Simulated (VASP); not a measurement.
# B in VASP: a series of runs

The runs below take B through single point, relaxation of cell and atoms, with PBEsol.

Program: VASP 6.6.1. These are calculated values, not measurements. Logs are shortened: lines on timing, memory, paths and dates and some standing lists are left out, and cuts for length are marked.

**1. The cell of the first run**

Symmetry: Pm-3m, No. 221, cubic system. The conventional cell has a = 1.882 Å, b = 1.882 Å, c = 1.882 Å, α = 90.00°, β = 90.00°, γ = 90.00°. B (site symmetry m-3m) has 6 B at 1.88 Å within 2.5 Å.

**2. Single point, PBEsol**

INCAR

```
SYSTEM = B
ALGO = Normal
EDIFF = 1E-6
ENCUT = 520
GGA = PS
ISIF = 2
ISMEAR = 0
LASPH = .True.
LCHARG = .False.
LREAL = .False.
LWAVE = .False.
NBANDS = 8
NELM = 100
PREC = Accurate
SIGMA = 0.1
```

KPOINTS

```
k-points
0
Gamma
  8 8 8
  0 0 0
```

POSCAR

```
B
1.0
    1.8820693293      0.0000000000      0.0000000000
    0.0000000000      1.8820693293      0.0000000000
    0.0000000000      0.0000000000      1.8820693293
B
1
Direct
    0.0000000000      0.0000000000      0.0000000000
```

Potentials or basis: VASP PAW PBE potentials, release 64 (B).

Launch:

```sh
> cat potpaw_PBE.64/B/POTCAR > POTCAR
> mpirun -np 1 vasp_std > vasp.out
```

OUTCAR:

```text
SYSTEM = B
   EDIFF = 1E-6
   ENCUT = 520
   GGA = PS
   ISIF = 2
   ISMEAR = 0
   LASPH = .True.
   LREAL = .False.
   NELM = 100
   PREC = Accurate

 ion  position               nearest neighbor table
   1  0.000  0.000  0.000-

  LATTYP: Found a simple cubic cell.
 ALAT       =     1.8820693293

  Lattice vectors:

 A1 = (   1.8820693293,   0.0000000000,   0.0000000000)
 A2 = (   0.0000000000,   1.8820693293,   0.0000000000)
 A3 = (   0.0000000000,   0.0000000000,   1.8820693293)

Analysis of symmetry for initial positions (statically):
=====================================================================
 Subroutine PRICEL returns:
 Original cell was already a primitive cell.

 Routine SETGRP: Setting up the symmetry group for a
 simple cubic supercell.

 Subroutine GETGRP returns: Found 48 space group operations
 (whereof 48 operations were pure point group operations)
 out of a pool of 48 trial point group operations.

The static configuration has the point symmetry O_h .

Analysis of symmetry for dynamics (positions and initial velocities):
=====================================================================
 Subroutine PRICEL returns:
 Original cell was already a primitive cell.

 Routine SETGRP: Setting up the symmetry group for a
 simple cubic supercell.

 Subroutine GETGRP returns: Found 48 space group operations
 (whereof 48 operations were pure point group operations)
 out of a pool of 48 trial point group operations.

The dynamic configuration has the point symmetry O_h .

 Subroutine INISYM returns: Found 48 space group operations
 (whereof 48 operations are pure point group operations),
 and found     1 'primitive' translations

----------------------------------------------------------------------------------------

                                     Primitive cell

  volume of cell :       6.6666

  direct lattice vectors                    reciprocal lattice vectors
     1.882069329  0.000000000  0.000000000     0.531330055  0.000000000  0.000000000
     0.000000000  1.882069329  0.000000000     0.000000000  0.531330055  0.000000000
     0.000000000  0.000000000  1.882069329     0.000000000  0.000000000  0.531330055

  length of vectors
     1.882069329  1.882069329  1.882069329     0.531330055  0.531330055  0.531330055

  position of ions in fractional coordinates (direct lattice)
     0.000000000  0.000000000  0.000000000

  ion indices of the primitive-cell ions
   primitive index   ion index
                 1           1

----------------------------------------------------------------------------------------

 KPOINTS: k-points

Automatic generation of k-mesh.
 Grid dimensions read from file:
 generate k-points for:    8    8    8

 Generating k-lattice:

  Cartesian coordinates                     Fractional coordinates (reciprocal lattice)
     0.066416257  0.000000000  0.000000000     0.125000000  0.000000000  0.000000000
     0.000000000  0.066416257  0.000000000     0.000000000  0.125000000  0.000000000
     0.000000000  0.000000000  0.066416257     0.000000000  0.000000000  0.125000000

  Length of vectors
     0.066416257  0.066416257  0.066416257

  Shift w.r.t. Gamma in fractional coordinates (k-lattice)
     0.000000000  0.000000000  0.000000000

 Subroutine IBZKPT returns following result:
 ===========================================

 Found     35 irreducible k-points:

 Following reciprocal coordinates:
            Coordinates               Weight
  0.000000  0.000000  0.000000      1.000000
  0.125000  0.000000  0.000000      6.000000
  0.250000  0.000000  0.000000      6.000000
  0.375000  0.000000  0.000000      6.000000
  0.500000  0.000000  0.000000      3.000000
  0.125000  0.125000  0.000000     12.000000
[... 16 lines left out ...]
  0.375000  0.375000  0.125000     24.000000
  0.500000  0.375000  0.125000     24.000000
 [... further k-points ...]
   k-points           NKPTS =     35   k-points in BZ     NKDIM =     35   number of bands    NBANDS=      8
   number of dos      NEDOS =    301   number of ions     NIONS =      1
   total plane-waves  NPLWV =   2744
   dimension x,y,z NGX =    14 NGY =   14 NGZ =   14
   dimension x,y,z NGXF=    28 NGYF=   28 NGZF=   28
   ions per type =               1
   NGX,Y,Z   is equivalent  to a cutoff of  12.37, 12.37, 12.37 a.u.
   NGXF,Y,Z  is equivalent  to a cutoff of  24.73, 24.73, 24.73 a.u.
 SYSTEM =  B
   PREC   = accura    normal or accurate (medium, high low for compatibility)
   ISTART =      0    job   : 0-new  1-cont  2-samecut
   ICHARG =      2    charge: 1-file 2-atom 10-const
   ISPIN  =      1    spin polarized calculation?
   LNONCOLLINEAR =      F non collinear calculations
   LSORBIT =      F    spin-orbit coupling
   LASPH  =      T    aspherical Exc in radial PAW
   ENCUT  =  520.0 eV  38.22 Ry    6.18 a.u.   3.50  3.50  3.50*2*pi/ulx,y,z
   NELM   =    100;   NELMIN=  2; NELMDL= -5     # of ELM steps
   EDIFF  = 0.1E-05   stopping-criterion for ELM
   LREAL  =      F    real-space projection
   EDIFFG = 0.1E-04   stopping-criterion for IOM
   NSW    =      0    number of steps for IOM
   IBRION =     -1    ionic relax: 0-MD 1-quasi-New 2-CG
   NFREE  =      0    steps in history (QN), initial steepest desc. (CG)
   ISIF   =      2    stress and relaxation
   ISYM   =      2    0-nonsym 1-usesym 2-fastsym
   POTIM  = 0.5000    time-step for ionic-motion
   TEBEG  =    0.0;   TEEND  =   0.0 temperature during run
   PSTRESS=    0.0 pullay stress
   NELECT =       3.0000    total number of electrons
   NUPDOWN=      -1.0000    fix difference up-down
   EMIN   =  10.00;   EMAX   =-10.00  energy-range for DOS
   EFERMI =   0.00;   METHOD = LEGACY
   ISMEAR =     0;   SIGMA  =   0.10  broadening in eV -4-tet -1-fermi 0-gaus
   EFERMI_NEDOS =   21; number of points for ismear=-14 and -15
   IALGO  =     38    algorithm
   IMIX   =      4    mixing-type and parameters
     AMIX     =   0.40;   BMIX     =  1.00
     AMIX_MAG =   1.60;   BMIX_MAG =  1.00
  volume/ion in A,a.u.               =       6.67        44.99
  Fermi-wavevector in a.u.,A,eV,Ry     =   1.254526  2.370710 21.413328  1.573835
  Thomas-Fermi vector in A             =   2.388327
   LORBIT       =      0    0 simple, 1 ext, 2 COOP (PROOUT), +10 PAW based schemes
   GGA     = PS    functional components
   LHFCALC =     F    Hartree Fock is set to
   AEXX    =    0.0000 exact exchange contribution
   IVDW    =     0    specifies the selected vdW correction
   LEPSILON=     F    determine dielectric tensor
   LRPA    =     F    only Hartree local field effects (RPA)
 non-spin polarized calculation
 Gauss-broadening in eV      SIGMA  =   0.10
  energy-cutoff  :      520.00
  volume of cell :        6.67
 maximum number of plane-waves:       191
 NGX is ok and might be reduce to    14
   NGX =  7   NGY =  7   NGZ =  7

 number of electron       3.0000000 magnetization

 Free energy of the ion-electron system (eV)
  ---------------------------------------------------
  ext. energy  EPLUGINS =         0.00000000
  ---------------------------------------------------
  free energy    TOTEN  =        -5.97118071 eV

  energy without entropy =       -5.97024312  energy(sigma->0) =       -5.97071191

 E-fermi :   6.7026     XC(G=0): -12.4423

 val. band max:        6.5643080632   @ k =   0.3750   0.2500   0.1250
 cond. band min:       6.8706457584   @ k =   0.3750   0.3750   0.1250
 fundamental gap:      0.3063376953
 Fermi energy:         6.7026452320

 k-point     1 :       0.0000    0.0000    0.0000
  band No.  band energies     occupation
      1      -8.7757      2.00000
      2      20.7205      0.00000
      3      20.7205      0.00000
      4      20.7205      0.00000
      5      31.1738      0.00000
      6      31.1738      0.00000
      7      40.1983      0.00000
      8      60.5049      0.00000

 k-point     2 :       0.1250    0.0000    0.0000
  band No.  band energies     occupation
      1      -8.2438      2.00000
      2      16.5370      0.00000
      3      21.1619      0.00000
      4      21.1619      0.00000
      5      31.7954      0.00000
      6      35.8186      0.00000
      7      40.0066      0.00000
      8      56.8250      0.00000

 k-point     3 :       0.2500    0.0000    0.0000
  band No.  band energies     occupation
      1      -6.6547      2.00000
      2      10.2884      0.00000
      3      22.3669      0.00000
      4      22.3669      0.00000
      5      33.6221      0.00000
      6      38.2485      0.00000
      7      44.1980      0.00000
      8      50.5027      0.00000

 k-point     4 :       0.3750    0.0000    0.0000
  band No.  band energies     occupation
      1      -4.0466      2.00000
      2       4.6758      2.00000
      3      23.8649      0.00000
      4      23.8649      0.00000
      5      36.4245      0.00000
      6      37.3947      0.00000
      7      45.5214      0.00000
      8      45.5214      0.00000

 k-point     5 :       0.5000    0.0000    0.0000
  band No.  band energies     occupation
      1      -1.2565      2.00000
      2       0.8668      2.00000
      3      24.6240      0.00000
      4      24.6240      0.00000
      5      37.0098      0.00000
      6      38.5328      0.00000
      7      43.5670      0.00000
      8      43.5670      0.00000

 k-point     6 :       0.1250    0.1250    0.0000
  band No.  band energies     occupation
      1      -7.7116      2.00000
      2      15.8210      0.00000
      3      18.4684      0.00000
      4      21.5985      0.00000
      5      34.5359      0.00000
      6      38.1409      0.00000
      7      39.1963      0.00000
      8      53.5628      0.00000

 k-point     7 :       0.2500    0.1250    0.0000
  band No.  band energies     occupation
      1      -6.1224      2.00000
      2      10.5450      0.00000
      3      19.0519      0.00000
      4      22.7886      0.00000
      5      36.3004      0.00000
      6      37.0989      0.00000
      7      44.7125      0.00000
      8      48.8659      0.00000

 k-point     8 :       0.3750    0.1250    0.0000
  band No.  band energies     occupation
      1      -3.5138      2.00000
      2       5.0797      2.00000
      3      20.8645      0.00000
      4      24.2620      0.00000
      5      33.4557      0.00000
      6      39.2774      0.00000
      7      44.8750      0.00000
      8      46.1046      0.00000

 k-point     9 :       0.5000    0.1250    0.0000
  band No.  band energies     occupation
      1      -0.6726      2.00000
      2       1.2538      2.00000
      3      21.9548      0.00000
      4      25.0047      0.00000
      5      31.8175      0.00000
      6      41.8367      0.00000
      7      42.2328      0.00000
      8      44.1956      0.00000

 k-point    10 :       0.2500    0.2500    0.0000
  band No.  band energies     occupation
      1      -4.5369      2.00000
      2      10.0140      0.00000
      3      15.2656      0.00000
      4      23.9310      0.00000
      5      31.6841      0.00000
      6      40.3190      0.00000
      7      47.7487      0.00000
      8      49.4443      0.00000
[... 78 lines left out ...]
 k-point    18 :       0.3750    0.1250    0.1250
  band No.  band energies     occupation
      1      -2.9820      2.00000
      2       5.4986      2.00000
      3      19.5828      0.00000
      4      23.4317      0.00000
      5      32.6944      0.00000
      6      37.3945      0.00000
      7      43.8212      0.00000
      8      47.9855      0.00000

 k-point    19 :       0.5000    0.1250    0.1250
  band No.  band energies     occupation
      1      -0.0906      2.00000
      2       1.6499      2.00000
      3      20.5979      0.00000
      4      24.6127      0.00000
      5      30.9551      0.00000
      6      35.4783      0.00000
      7      44.7358      0.00000
      8      49.1134      0.00000

 k-point    20 :       0.2500    0.2500    0.1250
  band No.  band energies     occupation
      1      -4.0061      2.00000
      2      10.5428      0.00000
      3      14.7074      0.00000
      4      22.2428      0.00000
      5      32.2273      0.00000
      6      39.8879      0.00000
      7      43.9363      0.00000
      8      47.4243      0.00000

 k-point    21 :       0.3750    0.2500    0.1250
  band No.  band energies     occupation
      1      -1.4144      2.00000
      2       6.5643      1.94958
      3      15.6718      0.00000
      4      23.7501      0.00000
      5      27.6355      0.00000
      6      37.1929      0.00000
      7      44.2547      0.00000
      8      49.5494      0.00000

 k-point    22 :       0.5000    0.2500    0.1250
  band No.  band energies     occupation
      1       1.5932      2.00000
      2       2.7968      2.00000
      3      16.8991      0.00000
      4      24.7171      0.00000
      5      25.2872      0.00000
      6      35.4809      0.00000
      7      45.1273      0.00000
      8      50.8445      0.00000

 k-point    23 :       0.3750    0.3750    0.1250
  band No.  band energies     occupation
      1       1.0880      2.00000
      2       6.8706      0.01751
      3      12.8896      0.00000
      4      21.2761      0.00000
      5      25.9114      0.00000
      6      38.6434      0.00000
      7      41.0344      0.00000
      8      53.0315      0.00000

 k-point    24 :       0.5000    0.3750    0.1250
  band No.  band energies     occupation
      1       4.0369      2.00000
      2       4.4819      2.00000
      3      13.1908      0.00000
      4      18.6126      0.00000
      5      26.5664      0.00000
      6      37.9755      0.00000
      7      41.4465      0.00000
      8      51.1131      0.00000

 [... further k-points ...]
[... 5 lines left out ...]
  --------------------------------------------------------------------------------------
  -------------------------------------------------------------------------------------
  Total        0.0057302      0.0057302      0.0057302      0.0000000      0.0000000     -0.0000000
  in kB        1.3771183      1.3771183      1.3771183      0.0000000      0.0000000     -0.0000000
  external PRESSURE =       1.3771183 kB  Pullay stress =       0.0000000 kB

 VOLUME and BASIS-vectors are now :
 -----------------------------------------------------------------------------
  energy-cutoff  :      520.00
  volume of cell :        6.67
      direct lattice vectors                 reciprocal lattice vectors
     1.882069329  0.000000000  0.000000000     0.531330055  0.000000000  0.000000000
     0.000000000  1.882069329  0.000000000     0.000000000  0.531330055  0.000000000
     0.000000000  0.000000000  1.882069329     0.000000000  0.000000000  0.531330055

 POSITION                                       TOTAL-FORCE (eV/Angst)
 -----------------------------------------------------------------------------------
      0.00000      0.00000      0.00000         0.000000      0.000000      0.000000
 -----------------------------------------------------------------------------------
    total drift:                                0.000000     -0.000000     -0.000000

  FREE ENERGIE OF THE ION-ELECTRON SYSTEM (eV)
  ---------------------------------------------------
  free  energy   TOTEN  =        -5.9711807082 eV

  energy  without entropy=       -5.9702431190  energy(sigma->0) =       -5.97071191
```

Run time: 1 s. Hardware: 1 thread of Intel Xeon 6975P-C, shared host; peak memory 0.1 GiB.

What came out:

- Free energy: -5.9712 eV
- Pressure: 0.1 GPa

Caveat: the k points lie up to 0.42 Å⁻¹ apart; the PAW data sets were made with another functional, which shifts forces and pressure a little.

**3. Single point, PBEsol**

This run uses another cell than the first one, of 7.31 Å³/atom, 1.097 times its volume.

INCAR

```
PREC     = Accurate       # precision mode
ENCUT    = 520            # plane-wave cutoff, eV
EDIFF    = 1E-7           # SCF threshold, eV
ISMEAR   = 0              # smearing method
SIGMA    = 0.1            # smearing width, eV
LREAL    = False          # projectors in reciprocal space
LASPH    = True           # aspherical terms in the spheres
NELM     = 60             # most SCF steps
ALGO     = Normal         # electronic algorithm
ISIF     = 2              # what is computed and relaxed
LWAVE    = False          # write WAVECAR
LCHARG   = False          # write CHGCAR
GGA      = PS             # functional
NBANDS   = 8              # bands
```

KPOINTS

```
Automatic mesh
0
Gamma
  10 10 10
```

POSCAR

```
B
1.0
    1.9408432508      0.0000000000      0.0000000000
    0.0000000000      1.9408432508      0.0000000000
    0.0000000000      0.0000000000      1.9408432508
B
1
Direct
    0.0000000000      0.0000000000      0.0000000000
```

Potentials or basis: VASP PAW PBE potentials, release 64 (B).

Launch:

```sh
> cat potpaw_PBE.64/B/POTCAR > POTCAR
> mpirun -np 1 vasp_std > vasp.out
```

OUTCAR:

```text
PREC = Accurate
   ENCUT = 520
   EDIFF = 1E-7
   ISMEAR = 0
   LREAL = False
   LASPH = True
   NELM = 60
   ISIF = 2
   GGA = PS

 ion  position               nearest neighbor table
   1  0.000  0.000  0.000-

  LATTYP: Found a simple cubic cell.
 ALAT       =     1.9408432508

  Lattice vectors:

 A1 = (   1.9408432508,   0.0000000000,   0.0000000000)
 A2 = (   0.0000000000,   1.9408432508,   0.0000000000)
 A3 = (   0.0000000000,   0.0000000000,   1.9408432508)

Analysis of symmetry for initial positions (statically):
[... 432 lines left out ...]
  band No.  band energies     occupation
      1      -5.2563      2.00000
      2       7.3936      0.00000
      3      17.9527      0.00000
      4      20.4279      0.00000
      5      32.9302      0.00000
      6      35.9009      0.00000
      7      41.1281      0.00000
      8      43.2660      0.00000

 [... further k-points ...]
[... 5 lines left out ...]
  --------------------------------------------------------------------------------------
  -------------------------------------------------------------------------------------
  Total       -0.9066199     -0.9066199     -0.9066199     -0.0000000      0.0000000     -0.0000000
  in kB     -198.6847065   -198.6847065   -198.6847065     -0.0000000      0.0000000     -0.0000000
  external PRESSURE =    -198.6847065 kB  Pullay stress =       0.0000000 kB

 VOLUME and BASIS-vectors are now :
 -----------------------------------------------------------------------------
  energy-cutoff  :      520.00
  volume of cell :        7.31
      direct lattice vectors                 reciprocal lattice vectors
     1.940843251  0.000000000  0.000000000     0.515239961  0.000000000  0.000000000
     0.000000000  1.940843251  0.000000000     0.000000000  0.515239961  0.000000000
     0.000000000  0.000000000  1.940843251     0.000000000  0.000000000  0.515239961

 POSITION                                       TOTAL-FORCE (eV/Angst)
 -----------------------------------------------------------------------------------
      0.00000      0.00000      0.00000         0.000000      0.000000      0.000000
 -----------------------------------------------------------------------------------
    total drift:                                0.000000     -0.000000     -0.000000

  FREE ENERGIE OF THE ION-ELECTRON SYSTEM (eV)
  ---------------------------------------------------
  free  energy   TOTEN  =        -5.9574811477 eV

  energy  without entropy=       -5.9541150142  energy(sigma->0) =       -5.95579808
```

OSZICAR:

```text
N       E                     dE             d eps       ncg     rms          rms(c)
DAV:   1    -0.416805464831E+01   -0.41681E+01   -0.13431E+03  1024   0.284E+02
DAV:   2    -0.596162846961E+01   -0.17936E+01   -0.16891E+01  1192   0.322E+01
DAV:   3    -0.596455325491E+01   -0.29248E-02   -0.29232E-02   992   0.136E+00
DAV:   4    -0.596455341161E+01   -0.15670E-06   -0.15648E-06  1304   0.915E-03
DAV:   5    -0.596455341182E+01   -0.20597E-09   -0.62492E-11   968   0.306E-05    0.144E+00
DAV:   6    -0.595964739105E+01    0.49060E-02   -0.13868E-03  1008   0.198E-01    0.876E-01
DAV:   7    -0.595747913248E+01    0.21683E-02   -0.25072E-03   976   0.278E-01    0.260E-02
DAV:   8    -0.595748091507E+01   -0.17826E-05   -0.13284E-05   960   0.306E-02    0.806E-03
DAV:   9    -0.595748107123E+01   -0.15615E-06   -0.68867E-07  1152   0.483E-03    0.190E-03
DAV:  10    -0.595748114766E+01   -0.76432E-07   -0.12551E-08   592   0.777E-04
   1 F= -.59574811E+01 E0= -.59557981E+01  d E =-.336613E-02
```

Wall time 1.4 s (1 thread of Intel Xeon 6975P-C, shared host); peak memory 0.11 GiB.

What came out:

- Free energy: -5.9575 eV
- Pressure: -19.9 GPa

Caveat: the PAW data sets were made with another functional, which shifts forces and pressure a little.

(Continued in part 2 of 2.)
